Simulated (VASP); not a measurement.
# Zr (P6_3/mmc) in VASP: a series of runs

Runs on Zr. Level: PBEsol. Tasks: single point.

Everything below comes from runs of VASP 6.6.1. Logs are shortened: lines on timing, memory, paths and dates and some standing lists are left out, and cuts for length are marked.

### Step 1. The cell of the first run

The structure is hexagonal, space group P6_3/mmc (No. 194). Conventional cell: a = 3.280 Å, b = 3.280 Å, c = 5.070 Å, α = 90.00°, β = 90.00°, γ = 120.00°. Within 4.2 Å of Zr (site symmetry -6m2) lie 12 Zr at 3.16 to 3.28 Å.

### Step 2. Single point, PBEsol (strain +0.015 along x and y, -0.015 along z)

Contents of INCAR:

```
SYSTEM = Zr
PREC     = Accurate       ! precision mode
ENCUT    = 520            ! plane-wave cutoff, eV
EDIFF    = 1E-6           ! SCF threshold, eV
ISMEAR   = 0              ! smearing method
SIGMA    = 0.15           ! smearing width, eV
LREAL    = .FALSE.        ! projectors in reciprocal space
LASPH    = .TRUE.         ! aspherical terms in the spheres
NELM     = 80             ! most SCF steps
ALGO     = Fast           ! electronic algorithm
ISIF     = 2              ! what is computed and relaxed
LWAVE    = .FALSE.        ! write WAVECAR
LCHARG   = .FALSE.        ! write CHGCAR
GGA      = PS             ! functional
NBANDS   = 19             ! bands
```

Contents of KPOINTS:

```
Automatic mesh
0
G
  18 18 10
  0 0 0
```

Contents of POSCAR:

```
Zr
1.0
    3.2804781959      0.0000000000      0.0000000000
   -1.6402390979      2.8409774542      0.0000000000
    0.0000000000      0.0000000000      5.0697950000
Zr
2
Direct
    0.3333333333      0.6666666667      0.2500000000
    0.6666666667      0.3333333333      0.7500000000
```

Potentials or basis: VASP PAW PBE potentials, release 64 (Zr_sv).

Run with:

```console
$ cat potpaw_PBE.64/Zr_sv/POTCAR > POTCAR
$ mpirun -np 1 vasp_std > vasp.out
```

OUTCAR:

```text
SYSTEM = Zr
   PREC = Accurate
   ENCUT = 520
   EDIFF = 1E-6
   ISMEAR = 0
   LREAL = .FALSE.
   LASPH = .TRUE.
   NELM = 80
   ISIF = 2
   GGA = PS

 ion  position               nearest neighbor table
   1  0.333  0.667  0.250-   2 3.16   2 3.16   2 3.16   2 3.16   2 3.16   2 3.16
   2  0.667  0.333  0.750-   1 3.16   1 3.16   1 3.16   1 3.16   1 3.16   1 3.16

  LATTYP: Found a hexagonal cell.
 ALAT       =     3.2804781959
 C/A-ratio  =     1.5454438948

  Lattice vectors:

 A1 = (   3.2804781959,   0.0000000000,   0.0000000000)
 A2 = (  -1.6402390979,   2.8409774542,   0.0000000000)
 A3 = (   0.0000000000,   0.0000000000,   5.0697950000)

Analysis of symmetry for initial positions (statically):
=====================================================================
 Subroutine PRICEL returns:
 Original cell was already a primitive cell.

 Routine SETGRP: Setting up the symmetry group for a
 hexagonal supercell.

 Subroutine GETGRP returns: Found 24 space group operations
 (whereof 12 operations were pure point group operations)
 out of a pool of 24 trial point group operations.

The static configuration has the point symmetry D_3d.
 The point group associated with its full space group is D_6h.

Analysis of symmetry for dynamics (positions and initial velocities):
=====================================================================
 Subroutine PRICEL returns:
 Original cell was already a primitive cell.

 Routine SETGRP: Setting up the symmetry group for a
 hexagonal supercell.

 Subroutine GETGRP returns: Found 24 space group operations
 (whereof 12 operations were pure point group operations)
 out of a pool of 24 trial point group operations.

The dynamic configuration has the point symmetry D_3d.
 The point group associated with its full space group is D_6h.

 Subroutine INISYM returns: Found 24 space group operations
 (whereof 12 operations are pure point group operations),
 and found     1 'primitive' translations

----------------------------------------------------------------------------------------

                                     Primitive cell

  volume of cell :      47.2493

  direct lattice vectors                    reciprocal lattice vectors
     3.280478196  0.000000000  0.000000000     0.304833607  0.175995765  0.000000000
    -1.640239098  2.840977454  0.000000000     0.000000000  0.351991530  0.000000000
     0.000000000  0.000000000  5.069795000     0.000000000  0.000000000  0.197246634

  length of vectors
     3.280478196  3.280478196  5.069795000     0.351991530  0.351991530  0.197246634

  position of ions in fractional coordinates (direct lattice)
     0.333333333  0.666666667  0.250000000
     0.666666667  0.333333333  0.750000000

  ion indices of the primitive-cell ions
   primitive index   ion index
                 1           1
                 2           2

----------------------------------------------------------------------------------------

 KPOINTS: Automatic mesh

Automatic generation of k-mesh.
 Grid dimensions read from file:
 generate k-points for:   18   18   10

 Generating k-lattice:

  Cartesian coordinates                     Fractional coordinates (reciprocal lattice)
     0.016935200  0.009777542  0.000000000     0.055555556 -0.000000000  0.000000000
     0.000000000  0.019555085  0.000000000     0.000000000  0.055555556  0.000000000
     0.000000000  0.000000000  0.019724663     0.000000000  0.000000000  0.100000000

  Length of vectors
     0.019555085  0.019555085  0.019724663

  Shift w.r.t. Gamma in fractional coordinates (k-lattice)
     0.000000000  0.000000000  0.000000000

 Subroutine IBZKPT returns following result:
 ===========================================

 Found    222 irreducible k-points:

 Following reciprocal coordinates:
            Coordinates               Weight
  0.000000  0.000000  0.000000      1.000000
  0.055556 -0.000000  0.000000      6.000000
  0.111111 -0.000000  0.000000      6.000000
  0.166667  0.000000  0.000000      6.000000
  0.222222  0.000000  0.000000      6.000000
  0.277778  0.000000  0.000000      6.000000
[... 16 lines left out ...]
  0.333333  0.111111  0.000000     12.000000
  0.388889  0.111111  0.000000     12.000000
 [... further k-points ...]
   k-points           NKPTS =    222   k-points in BZ     NKDIM =    222   number of bands    NBANDS=     19
   number of dos      NEDOS =    301   number of ions     NIONS =      2
   total plane-waves  NPLWV =  23040
   dimension x,y,z NGX =    24 NGY =   24 NGZ =   40
   dimension x,y,z NGXF=    48 NGYF=   48 NGZF=   80
   ions per type =               2
   NGX,Y,Z   is equivalent  to a cutoff of  12.16, 12.16, 13.12 a.u.
   NGXF,Y,Z  is equivalent  to a cutoff of  24.33, 24.33, 26.23 a.u.
 SYSTEM =  Zr
   PREC   = accura    normal or accurate (medium, high low for compatibility)
   ISTART =      0    job   : 0-new  1-cont  2-samecut
   ICHARG =      2    charge: 1-file 2-atom 10-const
   ISPIN  =      1    spin polarized calculation?
   LNONCOLLINEAR =      F non collinear calculations
   LSORBIT =      F    spin-orbit coupling
   LASPH  =      T    aspherical Exc in radial PAW
   ENCUT  =  520.0 eV  38.22 Ry    6.18 a.u.   6.10  6.10  9.43*2*pi/ulx,y,z
   NELM   =     80;   NELMIN=  2; NELMDL= -5     # of ELM steps
   EDIFF  = 0.1E-05   stopping-criterion for ELM
   LREAL  =      F    real-space projection
   EDIFFG = 0.1E-04   stopping-criterion for IOM
   NSW    =      0    number of steps for IOM
   IBRION =     -1    ionic relax: 0-MD 1-quasi-New 2-CG
   NFREE  =      0    steps in history (QN), initial steepest desc. (CG)
   ISIF   =      2    stress and relaxation
   ISYM   =      2    0-nonsym 1-usesym 2-fastsym
   POTIM  = 0.5000    time-step for ionic-motion
   TEBEG  =    0.0;   TEEND  =   0.0 temperature during run
   PSTRESS=    0.0 pullay stress
   NELECT =      24.0000    total number of electrons
   NUPDOWN=      -1.0000    fix difference up-down
   EMIN   =  10.00;   EMAX   =-10.00  energy-range for DOS
   EFERMI =   0.00;   METHOD = LEGACY
   ISMEAR =     0;   SIGMA  =   0.15  broadening in eV -4-tet -1-fermi 0-gaus
   EFERMI_NEDOS =   21; number of points for ismear=-14 and -15
   IALGO  =     68    algorithm
   IMIX   =      4    mixing-type and parameters
     AMIX     =   0.40;   BMIX     =  1.00
     AMIX_MAG =   1.60;   BMIX_MAG =  1.00
  volume/ion in A,a.u.               =      23.62       159.43
  Fermi-wavevector in a.u.,A,eV,Ry     =   1.306211  2.468382 23.214099  1.706188
  Thomas-Fermi vector in A             =   2.437029
   LORBIT       =      0    0 simple, 1 ext, 2 COOP (PROOUT), +10 PAW based schemes
   GGA     = PS    functional components
   LHFCALC =     F    Hartree Fock is set to
   AEXX    =    0.0000 exact exchange contribution
   IVDW    =     0    specifies the selected vdW correction
   LEPSILON=     F    determine dielectric tensor
   LRPA    =     F    only Hartree local field effects (RPA)
 non-spin polarized calculation
 RMM-DIIS sequential band-by-band and
 Gauss-broadening in eV      SIGMA  =   0.15
  energy-cutoff  :      520.00
  volume of cell :       47.25
 maximum number of plane-waves:      1296
   NGX = 13   NGY = 13   NGZ = 19

 number of electron      24.0000000 magnetization

 Free energy of the ion-electron system (eV)
  ---------------------------------------------------
  ext. energy  EPLUGINS =         0.00000000
  ---------------------------------------------------
  free energy    TOTEN  =       -18.13112157 eV

  energy without entropy =      -18.10914432  energy(sigma->0) =      -18.12013295

 E-fermi :   8.7137     XC(G=0): -11.1346

 val. band max:        8.6928117362   @ k =   0.3333   0.2222   0.3000
 cond. band min:       8.7270452455   @ k =   0.3333   0.2778   0.3000
 fundamental gap:      0.0342335093
 Fermi energy:         8.7136955721

 k-point     1 :       0.0000    0.0000    0.0000
  band No.  band energies     occupation
      1     -40.0727      2.00000
      2     -39.9085      2.00000
      3     -18.6308      2.00000
      4     -17.7923      2.00000
      5     -17.7923      2.00000
      6     -17.6326      2.00000
[... 11 lines left out ...]
     18      10.5946      0.00000
     19      13.0407      0.00000

 k-point     2 :       0.0556   -0.0000    0.0000
  band No.  band energies     occupation
      1     -40.0695      2.00000
      2     -39.9075      2.00000
      3     -18.6216      2.00000
      4     -17.8106      2.00000
      5     -17.7988      2.00000
      6     -17.6520      2.00000
[... 11 lines left out ...]
     18      10.5199      0.00000
     19      13.1040      0.00000

 k-point     3 :       0.1111   -0.0000    0.0000
  band No.  band energies     occupation
      1     -40.0602      2.00000
      2     -39.9047      2.00000
      3     -18.5946      2.00000
      4     -17.8634      2.00000
      5     -17.8171      2.00000
      6     -17.7070      2.00000
[... 11 lines left out ...]
     18      10.5348      0.00000
     19      13.2564      0.00000

 k-point     4 :       0.1667    0.0000    0.0000
  band No.  band energies     occupation
      1     -40.0456      2.00000
      2     -39.9006      2.00000
      3     -18.5513      2.00000
      4     -17.9444      2.00000
      5     -17.8444      2.00000
      6     -17.7893      2.00000
[... 11 lines left out ...]
     18      10.8763      0.00000
     19      13.4478      0.00000

 k-point     5 :       0.2222    0.0000    0.0000
  band No.  band energies     occupation
      1     -40.0270      2.00000
      2     -39.8963      2.00000
      3     -18.4943      2.00000
      4     -18.0440      2.00000
      5     -17.8873      2.00000
      6     -17.8767      2.00000
[... 11 lines left out ...]
     18      11.3321      0.00000
     19      13.6321      0.00000

 k-point     6 :       0.2778    0.0000    0.0000
  band No.  band energies     occupation
      1     -40.0063      2.00000
      2     -39.8926      2.00000
      3     -18.4273      2.00000
      4     -18.1500      2.00000
      5     -17.9881      2.00000
      6     -17.9099      2.00000
[... 11 lines left out ...]
     18      11.8758      0.00000
     19      13.7859      0.00000

 k-point     7 :       0.3333    0.0000    0.0000
  band No.  band energies     occupation
      1     -39.9853      2.00000
      2     -39.8906      2.00000
      3     -18.3553      2.00000
      4     -18.2495      2.00000
      5     -18.0801      2.00000
      6     -17.9403      2.00000
[... 11 lines left out ...]
     18      12.4681      0.00000
     19      13.9012      0.00000

 k-point     8 :       0.3889    0.0000    0.0000
  band No.  band energies     occupation
      1     -39.9664      2.00000
      2     -39.8906      2.00000
      3     -18.3303      2.00000
      4     -18.2855      2.00000
      5     -18.1533      2.00000
      6     -17.9646      2.00000
[... 256 lines left out ...]
 k-point    20 :       0.1667    0.1111    0.0000
  band No.  band energies     occupation
      1     -40.0196      2.00000
      2     -39.8948      2.00000
      3     -18.4707      2.00000
      4     -18.0478      2.00000
      5     -17.9876      2.00000
      6     -17.8382      2.00000
[... 11 lines left out ...]
     18      11.7537      0.00000
     19      13.5908      0.00000

 k-point    21 :       0.2222    0.1111    0.0000
  band No.  band energies     occupation
      1     -39.9997      2.00000
      2     -39.8917      2.00000
      3     -18.4053      2.00000
      4     -18.1443      2.00000
      5     -18.0549      2.00000
      6     -17.8922      2.00000
[... 11 lines left out ...]
     18      12.3689      0.00000
     19      13.7008      0.00000

 k-point    22 :       0.2778    0.1111    0.0000
  band No.  band energies     occupation
      1     -39.9794      2.00000
      2     -39.8903      2.00000
      3     -18.3345      2.00000
      4     -18.2380      2.00000
      5     -18.1125      2.00000
      6     -17.9440      2.00000
[... 11 lines left out ...]
     18      13.0422      0.00000
     19      13.7877      0.00000

 k-point    23 :       0.3333    0.1111    0.0000
  band No.  band energies     occupation
      1     -39.9611      2.00000
      2     -39.8910      2.00000
      3     -18.3144      2.00000
      4     -18.2651      2.00000
      5     -18.1581      2.00000
      6     -17.9860      2.00000
[... 11 lines left out ...]
     18      13.7352      0.00000
     19      13.8473      0.00000

 k-point    24 :       0.3889    0.1111    0.0000
  band No.  band energies     occupation
      1     -39.9473      2.00000
      2     -39.8931      2.00000
      3     -18.3640      2.00000
      4     -18.2086      2.00000
      5     -18.1876      2.00000
      6     -18.0132      2.00000
[... 11 lines left out ...]
     18      13.8811      0.00000
     19      14.3745      0.00000

 [... further k-points ...]

------------------------ aborting loop because EDIFF is reached ----------------------------------------

  FORCE on cell =-STRESS in cart. coord.  units (eV):
  Direction    XX          YY          ZZ          XY          YZ          ZX
  --------------------------------------------------------------------------------------
  -------------------------------------------------------------------------------------
  Total       -1.5800179     -1.5800179     -0.7005850     -0.0000000     -0.0000000      0.0000000
  in kB      -53.5768595    -53.5768595    -23.7561504     -0.0000000     -0.0000000      0.0000000
  external PRESSURE =     -43.6366232 kB  Pullay stress =       0.0000000 kB

 VOLUME and BASIS-vectors are now :
 -----------------------------------------------------------------------------
  energy-cutoff  :      520.00
  volume of cell :       47.25
      direct lattice vectors                 reciprocal lattice vectors
     3.280478196  0.000000000  0.000000000     0.304833607  0.175995765  0.000000000
    -1.640239098  2.840977454  0.000000000     0.000000000  0.351991530  0.000000000
     0.000000000  0.000000000  5.069795000     0.000000000  0.000000000  0.197246634

 POSITION                                       TOTAL-FORCE (eV/Angst)
 -----------------------------------------------------------------------------------
     -0.00000      1.89398      1.26745        -0.000000      0.000000      0.000000
      1.64024      0.94699      3.80235         0.000000      0.000000      0.000000
 -----------------------------------------------------------------------------------
    total drift:                                0.000000     -0.000000      0.000000

  FREE ENERGIE OF THE ION-ELECTRON SYSTEM (eV)
  ---------------------------------------------------
  free  energy   TOTEN  =       -18.1311215727 eV

  energy  without entropy=      -18.1091443243  energy(sigma->0) =      -18.12013295
```

Wall time 1.9 min (1 thread of Intel Xeon 6975P-C (Granite Rapids), shared host); peak memory 0.27 GiB.

Results:

| Item | Value |
| --- | --- |
| Free energy | -18.1311 eV |
| Pressure | -4.4 GPa |
| Band gap on the k mesh | zero (bands 12 and 13 overlap by 1.12 eV) |

Caveat: the cell differs from its parent crystal (strain +0.015 along x and y, -0.015 along z); the cell stands under tension; the PAW data sets were made with another functional, which shifts forces and pressure a little.

### Step 3. Single point, PBEsol (strain +0.000 along x and y, +0.030 along z)

Contents of INCAR:

```
SYSTEM = Zr
ALGO = Fast
EDIFF = 1E-6
ENCUT = 520
GGA = PS
ISIF = 2
ISMEAR = 0
LASPH = .True.
LCHARG = .True.
LELF = .True.
LREAL = .False.
LVHAR = .True.
LWAVE = .False.
NBANDS = 19
NELM = 80
PREC = Accurate
SIGMA = 0.15
```

Contents of KPOINTS:

```
k-points
0
Gamma
  18 18 10
  0 0 0
```

Contents of POSCAR:

```
Zr
1.0
    3.2319982225      0.0000000000      0.0000000000
   -1.6159991112      2.7989925657      0.0000000000
    0.0000000000      0.0000000000      5.3014100000
Zr
2
Direct
    0.3333333333      0.6666666667      0.2500000000
    0.6666666667      0.3333333333      0.7500000000
```

Potentials or basis: VASP PAW PBE potentials, release 64 (Zr_sv).

Run with:

```console
$ cat potpaw_PBE.64/Zr_sv/POTCAR > POTCAR
$ mpirun -np 1 vasp_std > vasp.out
```

Run time: 1.8 min. Hardware: 1 thread of Intel Xeon 6975P-C (Granite Rapids), shared host; peak memory 0.27 GiB.

The run converged. Its results:

```yaml
Free_energy: -18.1128 eV
Pressure: -5.8 GPa
Band_gap_on_the_k_mesh: zero (bands 12 and 13 overlap by 1.14 eV)
```

Stress tensor (GPa, compression positive):
```
-5.15  0.00  0.00
 0.00 -5.15  0.00
 0.00  0.00 -7.23
```

Levels at points of the mesh, in eV from the Fermi level:
| k point | band 10 | band 11 | band 12 | band 13 | band 14 | band 15 |
| --- | --- | --- | --- | --- | --- | --- |
| (0.00, 0.00, 0.00) | -2.97 | 0.78 | 0.87 | 0.92 | 0.92 | 1.52 |
| (0.50, 0.00, 0.00) | -2.45 | -2.08 | -0.15 | 0.62 | 0.73 | 1.29 |
| (0.00, 0.00, 0.50) | -3.99 | -0.06 | -0.06 | 0.87 | 0.87 | 0.87 |
| (0.50, 0.00, 0.50) | -2.78 | -1.06 | -1.06 | 1.57 | 1.57 | 2.27 |

Caveat: the cell differs from its parent crystal (strain +0.000 along x and y, +0.030 along z); the cell stands under tension; the PAW data sets were made with another functional, which shifts forces and pressure a little.

(Continued in part 2 of 3.)
